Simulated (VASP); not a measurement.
LiAl32O48 (a cell with a defect): single point with r2SCAN

System: LiAl32O48 (a cell with a defect).

```xyz
81
Lattice="4.8079 2.7758 8.7484 -4.8079 2.7758 8.7484 0.0000 -5.5517 8.7484" Properties=species:S:1:pos:R:3 pbc="T T T"
Al   -0.0094   -0.0221    8.4904
Al   -0.0019   -0.0025   11.1794
Al   -0.0062   -0.0069    1.9325
Al   -0.0034   -0.0127    4.6091
Al   -0.0034   -2.7792   12.7681
Al   -0.0034   -2.7792   15.3293
Al   -0.0033   -2.7792    6.3074
Al   -0.0034   -2.7793    8.9939
Al   -2.4154    1.3800   12.8901
Al   -2.4117    1.3853   15.5666
Al   -2.4057    1.3837    6.3198
Al   -2.4265    1.3804    9.0088
Al   -2.4204   -1.3768   17.2388
Al   -2.4072   -1.3931   19.9278
Al   -2.4088   -1.3871   10.6809
Al   -2.4153   -1.3866   13.3575
Al    2.4086    1.3798   12.8901
Al    2.4022    1.3803   15.5666
Al    2.4005    1.3863    6.3198
Al    2.4138    1.3699    9.0087
Al    2.4197   -1.3872   17.2388
Al    2.3990   -1.3905   19.9278
Al    2.4050   -1.3921   10.6809
Al    2.4087   -1.3867   13.3575
Al   -0.0033    2.7724   17.2536
Al   -0.0033    2.7724   19.9402
Al   -0.0034    2.7724   10.9183
Al   -0.0034    2.7724   13.4795
Al   -0.0033    0.0059   21.6385
Al   -0.0005    0.0001   24.3151
Al   -0.0049   -0.0043   15.0682
Al    0.0027    0.0152   17.7572
O     0.9279   -1.3886    5.4698
O     1.6583    0.1196    7.6654
O    -1.6604   -0.1109    5.4784
O     0.7515    1.4982    5.4176
O    -0.7431   -1.5088    7.6561
O    -0.8908    1.4217    7.6431
O     0.9390   -4.1739    9.8358
O     1.6698   -2.6608   12.0000
O    -1.6823   -2.8980    9.8358
O     0.7332   -1.2658    9.8358
O    -0.7374   -4.2874   12.0000
O    -0.9425   -1.3894   12.0000
O    -1.4699    0.0070    9.8337
O    -0.7295    1.4816   12.0815
O    -4.0809    1.2725    9.8430
O    -1.6168    2.8656    9.8560
O    -3.1413   -0.1146   12.0293
O    -3.3290    2.7658   12.0207
O    -1.4844   -2.7958   14.1661
O    -0.7293   -1.3354   16.3915
O    -4.0726   -1.5052   14.2183
O    -1.6719    0.0975   14.2269
O    -3.1316   -2.8919   16.4139
O    -3.3411    0.0020   16.4045
O     3.3345   -0.0088    9.8430
O     4.0659    1.4984   12.0293
O     0.7226    1.3286    9.8560
O     3.1249    2.8850    9.8337
O     1.6652   -0.1043   12.0207
O     1.4776    2.7890   12.0815
O     3.3222   -2.7726   14.2269
O     4.0742   -1.2793   16.4046
O     0.7228   -1.4883   14.1660
O     3.1347    0.1078   14.2182
O     1.6100   -2.8724   16.3916
O     1.4633   -0.0138   16.4139
O     0.9358    1.3826   14.2476
O     1.6756    2.8912   16.4118
O    -1.6765    2.6540   14.2476
O     0.7307    4.2806   14.2476
O    -0.7399    1.2590   16.4118
O    -0.9457    4.1671   16.4118
O     0.8841   -1.4286   18.6045
O     1.6537    0.1042   20.7691
O    -1.6650   -0.1264   18.5821
O     0.7364    1.5020   18.5915
O    -0.7582   -1.5049   20.8300
O    -0.9346    1.3819   20.7777
Li   -0.0033    2.7722    8.7496
```

```
Program             : VASP 6.6.1
Task                : single point
Functional          : r2SCAN
Potentials or basis : VASP PAW PBE potentials, release 64 (Al, O, Li_sv)
Cutoff              : 520 eV
k mesh              : 1 × 1 × 1
Occupations         : fermi-dirac, width 0.01 eV
Spin                : no spin polarisation
```

```
Largest force : 0.082 eV/Å
```

Forces on the atoms (eV/Å):
```
Al   0.000 -0.029  0.034
Al  -0.001 -0.009 -0.030
Al   0.000 -0.002  0.048
Al   0.005 -0.003 -0.043
Al  -0.002 -0.002  0.037
Al  -0.001 -0.002 -0.071
Al  -0.001 -0.001  0.042
Al   0.000  0.001 -0.057
Al  -0.001 -0.005  0.042
Al  -0.001  0.001 -0.047
Al  -0.008 -0.002  0.029
Al  -0.023 -0.015 -0.035
Al  -0.026  0.013  0.034
Al  -0.009  0.007 -0.029
Al  -0.002  0.000  0.047
Al  -0.004 -0.001 -0.044
Al   0.006  0.003  0.042
Al   0.001  0.000 -0.047
Al   0.010 -0.005  0.029
Al   0.026 -0.013 -0.035
Al   0.025  0.016  0.034
Al   0.011  0.004 -0.029
Al   0.001  0.000  0.048
Al   0.001  0.006 -0.042
Al   0.002  0.001  0.057
Al   0.000  0.000 -0.042
Al  -0.001 -0.001  0.070
Al  -0.001 -0.002 -0.038
Al  -0.003  0.004  0.042
Al   0.000  0.001 -0.045
Al   0.003  0.011  0.029
Al  -0.002  0.030 -0.034
O    0.037 -0.004 -0.005
O    0.010  0.032  0.010
O   -0.019 -0.028 -0.004
O   -0.047  0.052  0.037
O    0.017 -0.019  0.003
O   -0.026  0.012 -0.005
O    0.039  0.001 -0.002
O    0.000  0.027 -0.010
O   -0.019 -0.039 -0.004
O   -0.021  0.034 -0.003
O    0.022 -0.013 -0.011
O   -0.022 -0.014 -0.009
O    0.034  0.006 -0.009
O    0.022  0.069 -0.036
O   -0.008 -0.024 -0.003
O   -0.003  0.028  0.003
O    0.014 -0.033  0.006
O   -0.034  0.003  0.004
O    0.069  0.015  0.036
O    0.023  0.017 -0.003
O   -0.022 -0.028 -0.006
O   -0.013  0.030 -0.005
O    0.021 -0.027  0.010
O   -0.024 -0.004  0.004
O    0.025  0.004 -0.003
O    0.019  0.029  0.006
O   -0.021 -0.018  0.004
O   -0.023  0.025 -0.010
O    0.016 -0.030  0.004
O   -0.070 -0.016 -0.036
O    0.033 -0.003 -0.004
O    0.010  0.025  0.004
O   -0.023 -0.069  0.037
O   -0.015  0.032 -0.006
O    0.002 -0.026 -0.004
O   -0.034 -0.007  0.009
O    0.022  0.012  0.011
O    0.017  0.035  0.003
O    0.000 -0.024  0.010
O   -0.022  0.013  0.009
O    0.023 -0.034  0.004
O   -0.042 -0.002  0.005
O    0.025 -0.011  0.002
O    0.018  0.028  0.004
O   -0.011 -0.033 -0.009
O   -0.016  0.022 -0.004
O    0.046 -0.053 -0.038
O   -0.035  0.004  0.007
Li  -0.002 -0.002 -0.001
```

Levels at points of the mesh, in eV from the Fermi level:
```
           k point  band 189  band 190  band 191  band 192  band 193  band 194  band 195  band 196  band 197  band 198
(0.00, 0.00, 0.00)     -0.51     -0.51     -0.33     -0.33     -0.26      6.50      8.89      9.02      9.49      9.73
```

Wall time 58 min on 1 thread of Intel Xeon 8259CL, on a shared host, peak memory 1.1 GiB.

Caveat: the k points lie up to 0.79 Å⁻¹ apart; the cell carries a net charge on a neutralising background, which shifts energy and pressure; the cell is charged against a uniform background, so pressure and absolute levels hang on convention; the PAW data sets were made with another functional, which shifts forces and pressure a little.
